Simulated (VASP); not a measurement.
# CdS (P1) in VASP: single point with PBE

Aim: the single point of CdS with PBE.

Everything below comes from runs of VASP 6.6.1. Logs are shortened: lines on timing, memory, paths and dates and some standing lists are left out, and cuts for length are marked.

**1. The cell of the first run**

The typed cell holds 16 atoms: a = 8.041 Å, b = 8.041 Å, c = 8.401 Å, α = 105.14°, β = 105.14°, γ = 117.01°.

**2. Single point, PBE**

Contents of INCAR:

```
PREC = Accurate
ENCUT = 520
EDIFF = 1E-7
ISMEAR = -1
SIGMA = 0.1034
LREAL = Auto
LASPH = T
NELM = 100
ALGO = Normal
ISIF = 2
LWAVE = F
LCHARG = T
GGA = PE
LELF = T
LVHAR = T
NBANDS = 86
```

Contents of KPOINTS:

```
Automatic mesh
0
Gamma
  2 2 2
  0.5 0.5 0.5
```

Contents of POSCAR:

```
CdS
1.0
   -2.1003480000     -3.6379090000     -6.8565590000
   -2.1003480000     -3.6379090000      6.8565590000
   -4.2006950000      7.2758180000      0.0000000000
Cd S
8 8
Direct
    0.3419872280      0.3436307638      0.1876267195
    0.3119141005      0.3183002485      0.6726185911
    0.8115241220      0.8157882142      0.1297601443
    0.8447843385      0.8318033373      0.6999778437
    0.9412544253      0.4318842004      0.8324555898
    0.9452879197      0.4374320112      0.3543404028
    0.4017804393      0.9172917913      0.8017592990
    0.3997570142      0.9100377542      0.3048265056
    0.1409532837      0.5508376003      0.1754970071
    0.1471752952      0.5183894858      0.6835436382
    0.6309194631      0.0542764268      0.1961056880
    0.6464609694      0.0263312513      0.6532079108
    0.7057726889      0.5720659710      0.8227705478
    0.7273875722      0.6064003540      0.3461584802
    0.2184969309      0.1058049814      0.8401438636
    0.1507102762      0.0610933124      0.3007913586
```

Potentials or basis: VASP PAW PBE potentials, release 64 (Cd, S).

Run with:

```bash
$ cat potpaw_PBE.64/Cd/POTCAR potpaw_PBE.64/S/POTCAR > POTCAR
$ mpirun -np 1 vasp_std > vasp.out
```

OUTCAR:

```text
PREC = Accurate
   ENCUT = 520
   EDIFF = 1E-7
   ISMEAR = -1
   LREAL = Auto
   LASPH = T
   NELM = 100
   ISIF = 2
   GGA = PE

 ion  position               nearest neighbor table
   1  0.342  0.344  0.188-  14 2.50  15 2.65  16 2.67   9 2.80
   2  0.312  0.318  0.673-  15 2.47  10 2.50  13 2.55  16 2.79
   3  0.812  0.816  0.130-  16 2.23  13 2.43  14 2.79  11 2.91   4 3.72
   4  0.845  0.832  0.700-  15 2.46  13 2.51  14 2.68  12 2.72   3 3.72
   5  0.941  0.432  0.832-  10 2.30   9 2.56  13 2.60  12 2.66
   6  0.945  0.437  0.354-   9 2.49  10 2.54  11 2.58  14 2.66
   7  0.402  0.917  0.802-  12 2.55  15 2.57  10 2.60  11 2.94
   8  0.400  0.910  0.305-  11 2.26   9 2.36  12 2.69  16 2.77
   9  0.141  0.551  0.175-   8 2.36   6 2.49   5 2.56   1 2.80
  10  0.147  0.518  0.684-   5 2.30   2 2.50   6 2.54   7 2.60
  11  0.631  0.054  0.196-   8 2.26   6 2.58   3 2.91   7 2.94
  12  0.646  0.026  0.653-   7 2.55   5 2.66   8 2.69   4 2.72
  13  0.706  0.572  0.823-   3 2.43   4 2.51   2 2.55   5 2.60
  14  0.727  0.606  0.346-   1 2.50   6 2.66   4 2.68   3 2.79
  15  0.218  0.106  0.840-   4 2.46   2 2.47   7 2.57   1 2.65
  16  0.151  0.061  0.301-   3 2.23   1 2.67   8 2.77   2 2.79

  LATTYP: Found a face centered orthorhombic cell.
 ALAT       =     8.4013912213
 B/A-ratio  =     1.6322437128
 C/A-ratio  =     1.7320507084

  Lattice vectors:

 A1 = (  -6.3010430000,   3.6379090000,   6.8565590000)
 A2 = (  -8.4013910000,   0.0000000000,   0.0000000000)
 A3 = (  -2.1003480000,  -3.6379090000,   6.8565590000)

Analysis of symmetry for initial positions (statically):
=====================================================================
 Subroutine PRICEL returns:
 Original cell was already a primitive cell.

 Routine SETGRP: Setting up the symmetry group for a
 face centered orthorhombic supercell.

 Subroutine GETGRP returns: Found  1 space group operations
 (whereof  1 operations were pure point group operations)
 out of a pool of  8 trial point group operations.

The static configuration has the point symmetry C_1 .

Analysis of symmetry for dynamics (positions and initial velocities):
=====================================================================
 Subroutine PRICEL returns:
 Original cell was already a primitive cell.

 Routine SETGRP: Setting up the symmetry group for a
 face centered orthorhombic supercell.

 Subroutine GETGRP returns: Found  1 space group operations
[... 112 lines left out ...]
   EDIFFG = 0.1E-05   stopping-criterion for IOM
   NSW    =      0    number of steps for IOM
   IBRION =     -1    ionic relax: 0-MD 1-quasi-New 2-CG
   NFREE  =      0    steps in history (QN), initial steepest desc. (CG)
   ISIF   =      2    stress and relaxation
   ISYM   =      2    0-nonsym 1-usesym 2-fastsym
   POTIM  = 0.5000    time-step for ionic-motion
   TEBEG  =    0.0;   TEEND  =   0.0 temperature during run
   PSTRESS=    0.0 pullay stress
   NELECT =     144.0000    total number of electrons
   NUPDOWN=      -1.0000    fix difference up-down
   EMIN   =  10.00;   EMAX   =-10.00  energy-range for DOS
   EFERMI =   0.00;   METHOD = LEGACY
   ISMEAR =    -1;   SIGMA  =   0.10  broadening in eV -4-tet -1-fermi 0-gaus
   EFERMI_NEDOS =   21; number of points for ismear=-14 and -15
   IALGO  =     38    algorithm
   IMIX   =      4    mixing-type and parameters
     AMIX     =   0.40;   BMIX     =  1.00
     AMIX_MAG =   1.60;   BMIX_MAG =  1.00
  volume/ion in A,a.u.               =      26.20       176.77
  Fermi-wavevector in a.u.,A,eV,Ry     =   1.146610  2.166780 17.887792  1.314716
  Thomas-Fermi vector in A             =   2.283294
   LORBIT       =      0    0 simple, 1 ext, 2 COOP (PROOUT), +10 PAW based schemes
   GGA     = PE    functional components
   LHFCALC =     F    Hartree Fock is set to
   AEXX    =    0.0000 exact exchange contribution
   IVDW    =     0    specifies the selected vdW correction
   LEPSILON=     F    determine dielectric tensor
   LRPA    =     F    only Hartree local field effects (RPA)
 non-spin polarized calculation
  energy-cutoff  :      520.00
  volume of cell :      419.12
 maximum number of plane-waves:     11322
   NGX = 29   NGY = 29   NGZ = 31

 number of electron     144.0000001 magnetization

 Free energy of the ion-electron system (eV)
  ---------------------------------------------------
  ext. energy  EPLUGINS =         0.00000000
  ---------------------------------------------------
  free energy    TOTEN  =       -47.04826047 eV

  energy without entropy =      -47.04822955  energy(sigma->0) =      -47.04824501

 E-fermi :   2.0158     XC(G=0):  -8.8974

 val. band max:        0.7513666710   @ k =  -0.2500   0.2500   0.2500
 cond. band min:       3.1949322732   @ k =  -0.2500   0.2500  -0.2500
 fundamental gap:      2.4435656022
 Fermi energy:         2.0157813038

 k-point     1 :       0.2500    0.2500    0.2500
  band No.  band energies     occupation
      1     -11.6056      2.00000
      2     -11.3125      2.00000
      3     -11.1965      2.00000
      4     -11.0819      2.00000
      5     -10.8614      2.00000
      6     -10.5356      2.00000
[... 337 lines left out ...]
     83       6.3085      0.00000
     84       6.4990      0.00000
 [bands above 84 left out]

------------------------ aborting loop because EDIFF is reached ----------------------------------------

  FORCE on cell =-STRESS in cart. coord.  units (eV):
  Direction    XX          YY          ZZ          XY          YZ          ZX
  --------------------------------------------------------------------------------------
  -------------------------------------------------------------------------------------
  Total        5.5534727      9.7672809     -1.4565452      5.5382050      3.1339661      1.2678588
  in kB       21.2293150     37.3374813     -5.5679496     21.1709510     11.9802434      4.8466565
  external PRESSURE =      17.6662823 kB  Pullay stress =       0.0000000 kB

 VOLUME and BASIS-vectors are now :
 -----------------------------------------------------------------------------
  energy-cutoff  :      520.00
  volume of cell :      419.12
      direct lattice vectors                 reciprocal lattice vectors
    -2.100348000 -3.637909000 -6.856559000    -0.119027909 -0.068720787 -0.072922876
    -2.100348000 -3.637909000  6.856559000    -0.119027909 -0.068720787  0.072922876
    -4.200695000  7.275818000  0.000000000    -0.119027909  0.068720804  0.000000000

 POSITION                                       TOTAL-FORCE (eV/Angst)
 -----------------------------------------------------------------------------------
     -2.22820     -1.12908      0.01127         0.121554      0.297573      0.108261
     -4.14914      2.60119      0.04379         0.671736     -0.538893     -0.303452
     -3.96301     -4.97590      0.02924         1.522060      1.980562      1.393007
     -6.46181     -1.00636     -0.08901         0.937852     -0.399030      0.660444
     -6.38096      1.06144     -3.49253         0.402991      2.159920      0.588699
     -4.39267     -2.45209     -3.48214         0.561509      0.363824      0.535825
[... 8 lines left out ...]
     -4.21034      4.93295     -0.77268        -0.406966      0.254276     -0.252311
     -1.70839      1.41798     -0.61446        -3.577350     -1.603851     -0.875851
 -----------------------------------------------------------------------------------
    total drift:                               -0.003111     -0.003351      0.000482

  FREE ENERGIE OF THE ION-ELECTRON SYSTEM (eV)
  ---------------------------------------------------
  free  energy   TOTEN  =       -47.0482604653 eV

  energy  without entropy=      -47.0482295475  energy(sigma->0) =      -47.04824501
```

OSZICAR:

```text
N       E                     dE             d eps       ncg     rms          rms(c)
DAV:   1     0.107256172797E+04    0.10726E+04   -0.69321E+04   688   0.154E+03
DAV:   2     0.283084253430E+02   -0.10443E+04   -0.10105E+04   760   0.381E+02
DAV:   3    -0.502818525512E+02   -0.78590E+02   -0.77842E+02   800   0.988E+01
DAV:   4    -0.519347101206E+02   -0.16529E+01   -0.16455E+01   776   0.133E+01
DAV:   5    -0.519726185907E+02   -0.37908E-01   -0.37876E-01   770   0.194E+00    0.228E+01
DAV:   6    -0.471260476017E+02    0.48466E+01   -0.11162E+01   826   0.180E+01    0.178E+01
DAV:   7    -0.470874722433E+02    0.38575E-01   -0.41313E+00   768   0.628E+00    0.821E+00
DAV:   8    -0.470622134824E+02    0.25259E-01   -0.70572E-01   768   0.456E+00    0.125E+00
DAV:   9    -0.470457591100E+02    0.16454E-01   -0.12034E-01   784   0.237E+00    0.338E-01
DAV:  10    -0.470473991880E+02   -0.16401E-02   -0.94846E-03   760   0.384E-01    0.268E-01
DAV:  11    -0.470477834212E+02   -0.38423E-03   -0.11107E-03   800   0.134E-01    0.153E-01
DAV:  12    -0.470482455937E+02   -0.46217E-03   -0.75812E-04   736   0.115E-01    0.420E-02
DAV:  13    -0.470482528593E+02   -0.72656E-05   -0.45911E-05   824   0.388E-02    0.250E-02
DAV:  14    -0.470482594722E+02   -0.66129E-05   -0.98363E-06   752   0.132E-02    0.164E-02
DAV:  15    -0.470482600874E+02   -0.61519E-06   -0.68449E-06   792   0.123E-02    0.453E-03
DAV:  16    -0.470482605010E+02   -0.41359E-06   -0.10047E-06   704   0.406E-03    0.240E-03
DAV:  17    -0.470482604653E+02    0.35707E-07   -0.19245E-07   528   0.207E-03
   1 F= -.47048260E+02 E0= -.47048245E+02  d E =-.309178E-04
```

Run time: 8.7 min. Hardware: 1 thread of Intel Xeon 8259CL, shared host; peak memory 0.53 GiB.

Results:

```
Free energy            : -47.0483 eV
Pressure               : 1.8 GPa
Largest force          : 4.017 eV/Å
Band gap on the k mesh : 2.44 eV (least direct gap 2.45 eV)
```

Forces on the atoms (eV/Å):
```
Cd   0.122  0.298  0.108
Cd   0.672 -0.539 -0.303
Cd   1.522  1.981  1.393
Cd   0.938 -0.399  0.660
Cd   0.403  2.160  0.589
Cd   0.562  0.364  0.536
Cd  -0.750  0.120 -0.272
Cd  -0.859  1.433  1.027
S    1.041  0.677 -1.187
S   -0.301 -2.064 -0.236
S    0.489 -2.808 -1.243
S   -0.211  0.449 -0.062
S    0.523 -0.157 -0.010
S   -0.166 -0.164  0.128
S   -0.407  0.254 -0.252
S   -3.577 -1.604 -0.876
```

Caveat: the atoms stand as in a frame of molecular dynamics; a shifted mesh leaves out Γ, where band edges can lie; forces of over 1 eV/Å act on the atoms, so gaps and moduli don't describe the material at rest. A k mesh can miss the band edges.
